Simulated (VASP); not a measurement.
Wanted: the native input for a VASP 6.6.1 run.

```
Task                   : single point
Functional             : PBE
Potentials or basis    : VASP PAW PBE potentials, release 64 (Al, Cu)
Cutoff                 : 520 eV
k mesh                 : 6 × 6 × 8
Occupations            : gaussian, width 0.1 eV
Spin                   : no spin polarisation
Dipole correction      : no
Further INCAR settings : ALGO = Fast; EDIFF = 1e-06; NBANDS = 44
```

The structure of AlCu6 lies in POSCAR:

```
AlCu6
1.0
    5.1104553947      0.0000000000      0.0000000000
    0.0000000000      5.1104553947      0.0000000000
    0.0000000000      0.0000000000      3.5735285253
Al Cu
1 6
Direct
    0.5000000000      0.5000000000      0.0000000000
    0.7559531213      0.7559531213      0.5000000000
    0.2440468787      0.2440468787      0.5000000000
    0.2440468787      0.7559531213      0.5000000000
    0.7559531213      0.2440468787      0.5000000000
    0.5000000000      0.0000000000      0.0000000000
    0.0000000000      0.5000000000      0.0000000000
```

The cell was generated, and may not be a known phase.

These files were run (other wordings do the same):

INCAR

```
SYSTEM = AlCu6
PREC = Accurate
ENCUT = 520
EDIFF = 1E-6
ISMEAR = 0
SIGMA = 0.1
LREAL = .False.
LASPH = .True.
NELM = 80
ALGO = Fast
ISIF = 2
LWAVE = .False.
LCHARG = .True.
GGA = PE
LELF = .True.
LVHAR = .True.
NBANDS = 44
```

KPOINTS

```
regular mesh
0
Gamma
  6 6 8
  0 0 0
```

Potentials or basis: VASP PAW PBE potentials, release 64 (Al, Cu).

Run with:

```bash
$ cat potpaw_PBE.64/Al/POTCAR potpaw_PBE.64/Cu/POTCAR > POTCAR
$ mpirun -np 1 vasp_std > vasp.out
```

It gave:

```json
{
  "Pressure": "0.6 GPa",
  "Largest force": "0.004 eV/Å",
  "Band gap on the k mesh": "zero (an odd number of electrons rules out a gap without spin polarisation)"
}
```

Wall time 6.3 min on 1 thread of Intel Xeon 8259CL (shared host), peak memory 0.3 GiB.
